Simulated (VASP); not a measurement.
Runs of VASP 6.6.1 on C. The structure is that of space group Fd-3m (No. 227), or close to it. The cells are those of the table. 

```tsv
cell	smearing	gap on the mesh (eV)	pressure (GPa)
a = 2.522 Å, angles 60.0°, 2 atoms	gaussian 0.1 eV	5.28	(a)
a = 2.482 Å, angles 60.0°, 2 atoms	gaussian 0.02 eV	(b)	16.2
a = 2.507 Å, angles 60.0°, 2 atoms	gaussian 0.02 eV	5.32	0.9
a = 2.456 Å, angles 60.0°, 2 atoms	gaussian 0.02 eV	(c)	33.7
```

Alike in all rows: task single point; level HSE06; potentials or basis VASP PAW PBE potentials, release 64 (C); no spin polarisation; k mesh 8 × 8 × 8; cutoff (eV) 520.

Q: Estimate the missing entries.

A: (a) -7.3; (b) 5.40; (c) 5.48.

Caveats: the PAW data sets were made with another functional, which shifts forces and pressure a little; the cell stands under pressure (at least some runs); the cell stands under tension (at least some runs).

A k mesh can miss the band edges.
